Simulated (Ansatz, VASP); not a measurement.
One calculation of Pb, two programs

Contents of INCAR:

```
  PREC = Accurate
  ENCUT = 600
  EDIFF = 1E-6
  ISMEAR = 0
  SIGMA = 0.1
  LREAL = False
  LASPH = True
  NELM = 80
  ALGO = Fast
  ISIF = 3
  LWAVE = False
  LCHARG = False
  GGA = PE
  IBRION = 2
  NSW = 80
  EDIFFG = -0.01
```

File KPOINTS:

```
Automatic mesh
0
Gamma
  12 12 4
```

The input POSCAR:

```
Pb
1.0
    3.5621995427      0.0000000000      0.0000000000
   -1.7810997713      3.0849552974      0.0000000000
    0.0000000000      0.0000000000     11.6238699821
Pb
4
Direct
    0.0000000000      0.0000000000      0.0000000000
    0.3333333333      0.6666666667      0.2500000000
    0.0000000000      0.0000000000      0.5000000000
    0.6666666667      0.3333333333      0.7500000000
```

Input for Ansatz:

```yaml
crystal:
  lattice:
    - [3.5621995427, 0.0, 0.0]
    - [-1.7810997713, 3.0849552974, 0.0]
    - [0.0, 0.0, 11.6238699821]
  atoms:
    - { symbol: Pb, position: [0.0, 0.0, 0.0] }
    - { symbol: Pb, position: [0.3333333333, 0.6666666667, 0.25] }
    - { symbol: Pb, position: [0.0, 0.0, 0.5] }
    - { symbol: Pb, position: [0.6666666667, 0.3333333333, 0.75] }
basis:
  ecutwfc: 420
kpoints:
  mp_grid: { grid: [12, 12, 4] }
hamiltonian:
  xc: pbe
scf:
  occupations: { method: gaussian, width: 0.1 }
output:
  forces: true
  stress: true
  eigenvalues: true
  write_density: true
  write_potential: true
  elf: true
  volumetric_format: npy
relax:
  adjacent_minimum: "off"
  f_tol: 0.01
  max_steps: 60
  cell: { stress_tol: 0.1 }
```

Alike in both runs: task relaxation of cell and atoms; functional PBE; k mesh 12 × 12 × 4; occupations gaussian, width 0.1 eV; no spin polarisation.

|  | VASP | Ansatz |
| --- | --- | --- |
| version | VASP 6.6.1 | Ansatz 0.2.0 |
| potentials or method | VASP PAW PBE potentials, release 64 (Pb_d), cutoff 600 eV | scalar-relativistic, plane waves, PAW |
| valence electrons in the cell | 56 | 56 |

```tsv
	VASP	Ansatz	Ansatz less VASP
gap on the k mesh at the Fermi level, each at its own relaxed structure (eV)	none	none	-
relaxed volume (Å³/atom)	31.90	31.93	+0.035
relaxed length of the cell vector where the two differ most in proportion (Å)	11.619	11.624	+0.0048
```

A gap of «none» marks a metal or a gap that the smearing closes.

Neither program's run includes spin-orbit coupling.
